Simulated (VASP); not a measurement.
# Ba (Cmmm) in VASP: single point with r2SCAN

Aim: the single point of Ba with r2SCAN.

All numbers are computed with VASP 6.6.1; they aren't measurements. Logs are shortened: lines on timing, memory, paths and dates and some standing lists are left out, and cuts for length are marked.

## (1) The cell of the first run

The structure is orthorhombic, space group Cmmm (No. 65). Conventional cell: a = 3.910 Å, b = 7.300 Å, c = 5.700 Å, α = 90.00°, β = 90.00°, γ = 90.00°. Ba (site symmetry mmm) has 6 Ba at 3.91 to 4.14 Å within 5.1 Å.

## (2) Single point, r2SCAN

The input, POSCAR:

```
Ba
1.0
    1.9550000000     -3.6500000000      0.0000000000
    1.9550000000      3.6500000000      0.0000000000
    0.0000000000      0.0000000000      5.7000000000
Ba
1
Direct
    0.0000000000      0.0000000000      0.0000000000
```

The input, INCAR.step1:

```
SYSTEM = Ba
PREC = Accurate ; ENCUT = 520
ISMEAR = 0 ; SIGMA = 0.15
LREAL = .False. ; LASPH = .True.
NELM = 100 ; NBANDS = 11
GGA = PE ; ALGO = Normal
EDIFF = 1E-4 ; LWAVE = .True.
LCHARG = .False.
```

The input, INCAR.step2:

```
SYSTEM = Ba
PREC = Accurate ; ENCUT = 520
EDIFF = 1E-7 ; ISMEAR = 0
SIGMA = 0.15 ; LREAL = .False.
LASPH = .True. ; NELM = 100
ALGO = Normal ; ISIF = 2
LWAVE = .False. ; LCHARG = .True.
METAGGA = R2SCAN ; LMIXTAU = .True.
LELF = .True. ; LVHAR = .True.
NBANDS = 11 ; ISTART = 1
```

The input, KPOINTS:

```
regular mesh
0
Gamma
  14 14 8
  0 0 0
```

Potentials or basis: VASP PAW PBE potentials, release 64 (Ba_sv).

Launch:

```console
$ cat potpaw_PBE.64/Ba_sv/POTCAR > POTCAR
$ cp INCAR.step1 INCAR
$ mpirun -np 1 vasp_std > vasp.out
$ cp INCAR.step2 INCAR
$ mpirun -np 1 vasp_std > vasp.out
```

OUTCAR:

```text
SYSTEM = Ba
   PREC = Accurate
   ENCUT = 520
   EDIFF = 1E-7
   ISMEAR = 0
   LREAL = .False.
   LASPH = .True.
   NELM = 100
   ISIF = 2
   METAGGA = R2SCAN
   ISTART = 1

 ion  position               nearest neighbor table
   1  0.000  0.000  0.000-

  LATTYP: Found a base centered orthorhombic cell.
 ALAT       =     3.9100000000
 B/A-ratio  =     1.8670076726
 C/A-ratio  =     1.4578005115

  Lattice vectors:

 A1 = (   1.9550000000,  -3.6500000000,   0.0000000000)
 A2 = (   1.9550000000,   3.6500000000,   0.0000000000)
 A3 = (   0.0000000000,   0.0000000000,   5.7000000000)

Analysis of symmetry for initial positions (statically):
=====================================================================
 Subroutine PRICEL returns:
 Original cell was already a primitive cell.

 Routine SETGRP: Setting up the symmetry group for a
 base centered orthorhombic supercell.

 Subroutine GETGRP returns: Found  8 space group operations
 (whereof  8 operations were pure point group operations)
 out of a pool of  8 trial point group operations.

The static configuration has the point symmetry D_2h.

Analysis of symmetry for dynamics (positions and initial velocities):
=====================================================================
 Subroutine PRICEL returns:
 Original cell was already a primitive cell.

 Routine SETGRP: Setting up the symmetry group for a
 base centered orthorhombic supercell.

 Subroutine GETGRP returns: Found  8 space group operations
 (whereof  8 operations were pure point group operations)
 out of a pool of  8 trial point group operations.

The dynamic configuration has the point symmetry D_2h.

 Subroutine INISYM returns: Found  8 space group operations
 (whereof  8 operations are pure point group operations),
 and found     1 'primitive' translations

----------------------------------------------------------------------------------------

                                     Primitive cell

  volume of cell :      81.3476

  direct lattice vectors                    reciprocal lattice vectors
     1.955000000 -3.650000000  0.000000000     0.255754476 -0.136986301  0.000000000
     1.955000000  3.650000000  0.000000000     0.255754476  0.136986301  0.000000000
     0.000000000  0.000000000  5.700000000     0.000000000  0.000000000  0.175438596

  length of vectors
     4.140594764  4.140594764  5.700000000     0.290130313  0.290130313  0.175438596

  position of ions in fractional coordinates (direct lattice)
     0.000000000  0.000000000  0.000000000

[... 75 lines left out ...]
   EDIFF  = 0.1E-06   stopping-criterion for ELM
   LREAL  =      F    real-space projection
   EDIFFG = 0.1E-05   stopping-criterion for IOM
   NSW    =      0    number of steps for IOM
   IBRION =     -1    ionic relax: 0-MD 1-quasi-New 2-CG
   NFREE  =      0    steps in history (QN), initial steepest desc. (CG)
   ISIF   =      2    stress and relaxation
   ISYM   =      2    0-nonsym 1-usesym 2-fastsym
   POTIM  = 0.5000    time-step for ionic-motion
   TEBEG  =    0.0;   TEEND  =   0.0 temperature during run
   PSTRESS=    0.0 pullay stress
   NELECT =      10.0000    total number of electrons
   NUPDOWN=      -1.0000    fix difference up-down
   EMIN   =  10.00;   EMAX   =-10.00  energy-range for DOS
   EFERMI =   0.00;   METHOD = LEGACY
   ISMEAR =     0;   SIGMA  =   0.15  broadening in eV -4-tet -1-fermi 0-gaus
   EFERMI_NEDOS =   21; number of points for ismear=-14 and -15
   IALGO  =     38    algorithm
   IMIX   =      4    mixing-type and parameters
     AMIX     =   0.40;   BMIX     =  1.00
     AMIX_MAG =   1.60;   BMIX_MAG =  1.00
  volume/ion in A,a.u.               =      81.35       548.96
  Fermi-wavevector in a.u.,A,eV,Ry     =   0.814004  1.538245  9.015260  0.662603
  Thomas-Fermi vector in A             =   1.923832
   LORBIT       =      0    0 simple, 1 ext, 2 COOP (PROOUT), +10 PAW based schemes
   METAGGA = R2SCAN    functional components
   LHFCALC =     F    Hartree Fock is set to
   AEXX    =    0.0000 exact exchange contribution
   IVDW    =     0    specifies the selected vdW correction
   LEPSILON=     F    determine dielectric tensor
   LRPA    =     F    only Hartree local field effects (RPA)
 non-spin polarized calculation
 Gauss-broadening in eV      SIGMA  =   0.15
  energy-cutoff  :      520.00
  volume of cell :       81.35
 maximum number of plane-waves:      2214
   NGX = 15   NGY = 15   NGZ = 21

 number of electron      10.0000001 magnetization

 Free energy of the ion-electron system (eV)
  ---------------------------------------------------
  ext. energy  EPLUGINS =         0.00000000
  ---------------------------------------------------
  free energy    TOTEN  =       -25.80374167 eV

  energy without entropy =      -25.77581821  energy(sigma->0) =      -25.78977994

 E-fermi :   0.8056     XC(G=0):  -6.8337

 val. band max:        0.8050218490   @ k =  -0.3571   0.2857   0.3750
 cond. band min:       0.8058676723   @ k =   0.2143   0.0000   0.3750
 fundamental gap:      0.0008458233
 Fermi energy:         0.8056117604

 k-point     1 :       0.0000    0.0000    0.0000
  band No.  band energies     occupation
      1     -29.4084      2.00000
      2     -14.2293      2.00000
      3     -13.7517      2.00000
      4     -13.6915      2.00000
      5      -1.6827      2.00000
      6       0.7969      1.06570
      7       2.4888      0.00000
      8       3.4493      0.00000
      9       4.1953      0.00000
     10       5.1709      0.00000
     11       5.4474      0.00000
[... 309 lines left out ...]
 k-point    24 :       0.2857    0.1429    0.0000
  band No.  band energies     occupation
      1     -29.3093      2.00000
      2     -14.5273      2.00000
      3     -14.0987      2.00000
      4     -13.9495      2.00000
      5       0.4379      1.99947
      6       1.3846      0.00000
      7       1.8727      0.00000
      8       2.6796      0.00000
      9       4.0751      0.00000
     10       5.3535      0.00000
     11       7.3671      0.00000

 [... further k-points ...]
[... 5 lines left out ...]
  --------------------------------------------------------------------------------------
  -------------------------------------------------------------------------------------
  Total        1.4102798      0.7493736     -1.1971610      0.0000000      0.0000000      0.0000000
  in kB       27.7761084     14.7592565    -23.5786350      0.0000000      0.0000000      0.0000000
  external PRESSURE =       6.3189100 kB  Pullay stress =       0.0000000 kB

 VOLUME and BASIS-vectors are now :
 -----------------------------------------------------------------------------
  energy-cutoff  :      520.00
  volume of cell :       81.35
      direct lattice vectors                 reciprocal lattice vectors
     1.955000000 -3.650000000  0.000000000     0.255754476 -0.136986301  0.000000000
     1.955000000  3.650000000  0.000000000     0.255754476  0.136986301  0.000000000
     0.000000000  0.000000000  5.700000000     0.000000000  0.000000000  0.175438596

 POSITION                                       TOTAL-FORCE (eV/Angst)
 -----------------------------------------------------------------------------------
      0.00000      0.00000      0.00000         0.000000      0.000000      0.000000
 -----------------------------------------------------------------------------------
    total drift:                               -0.000000      0.000000     -0.000000

  FREE ENERGIE OF THE ION-ELECTRON SYSTEM (eV)
  ---------------------------------------------------
  free  energy   TOTEN  =       -25.8037416654 eV

  energy  without entropy=      -25.7758182104  energy(sigma->0) =      -25.78977994
```

OUTCAR.step1:

```text
SYSTEM = Ba
   PREC = Accurate
   ENCUT = 520
   ISMEAR = 0
   LREAL = .False.
   LASPH = .True.
   NELM = 100
[... 554 lines left out ...]
 -----------------------------------------------------------------------------------
      0.00000      0.00000      0.00000        -0.000000      0.000000      0.000000
 -----------------------------------------------------------------------------------
    total drift:                                0.000000     -0.000000     -0.000000

  FREE ENERGIE OF THE ION-ELECTRON SYSTEM (eV)
  ---------------------------------------------------
  free  energy   TOTEN  =        -1.3317303995 eV

  energy  without entropy=       -1.2999588142  energy(sigma->0) =       -1.31584461
```

It took 9.7 min on 1 thread of Intel Xeon Platinum 8488C (Sapphire Rapids), shared host; peak memory 0.4 GiB.

Results:

- Free energy: -25.8037 eV
- Pressure: 0.6 GPa
- Band gap on the k mesh: zero (band 5 reaches 1.59 eV, above the bottom of band 6 at 0.48 eV)

Caveat: the PAW data sets were made with another functional, which shifts forces and pressure a little; spin-orbit coupling is left out, which moves the levels of the heavy elements.
